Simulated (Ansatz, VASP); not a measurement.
**YN in VASP and in Ansatz**

The input INCAR:

```
ALGO = Normal
EDIFF = 1E-6
ENCUT = 600
GGA = PS
GGA_COMPAT = F
ISIF = 2
ISMEAR = -1
LASPH = T
LCHARG = F
LREAL = F
LWAVE = F
NBANDS = 15
NELM = 120
PREC = Accurate
SIGMA = 0.03
```

The input KPOINTS:

```
k-points
0
Gamma
  9 9 9
```

Contents of POSCAR:

```
YN
1.0
    0.0000000000      2.4385000000      2.4385000000
    2.4385000000      0.0000000000      2.4385000000
    2.4385000000      2.4385000000      0.0000000000
Y N
1 1
Direct
    0.0000000000      0.0000000000      0.0000000000
    0.5000000000      0.5000000000      0.5000000000
```

Input for Ansatz:

```yaml
crystal:
  lattice:
    - [0.0, 2.4385, 2.4385]
    - [2.4385, 0.0, 2.4385]
    - [2.4385, 2.4385, 0.0]
  atoms:
    - { symbol: "Y", position: [0.0, 0.0, 0.0] }
    - { symbol: "N", position: [0.5, 0.5, 0.5] }
kpoints:
  mp_grid: { grid: [9, 9, 9] }
  band_path:
    path:
      - [0.0, 0.0, 0.0]
      - [0.5, 0.0, 0.5]
      - [0.625, 0.25, 0.625]
      - [0.375, 0.375, 0.75]
      - [0.0, 0.0, 0.0]
      - [0.5, 0.5, 0.5]
      - [0.5, 0.25, 0.75]
      - [0.5, 0.0, 0.5]
    npoints: 5
scf:
  occupations: { method: fermi_dirac, width: 0.03 }
hamiltonian:
  xc: pbesol
  pseudopotentials: { kind: all_electron, lapw: { basis_error: 0.0005 } }
output:
  forces: true
  stress: true
  eigenvalues: true
```

Alike in both runs: task single point; functional PBEsol; k mesh 9 × 9 × 9; occupations fermi-dirac, width 0.03 eV; no spin polarisation.

|  | VASP | Ansatz |
| --- | --- | --- |
| version | VASP 6.6.1 | Ansatz 0.2.0 |
| potentials or method | VASP PAW PBE potentials, release 64 (Y_sv, N), cutoff 600 eV | all-electron LAPW, scalar-relativistic |

Ansatz gave:

| Item | Value |
| --- | --- |
| pressure (GPa) | -2.1 |

What did VASP give for the same quantities?

Pressure (GPa): -2.3.

VASP's potentials were made for PBE, not for PBEsol. Ansatz ran all-electron here, and VASP with PAW potentials.
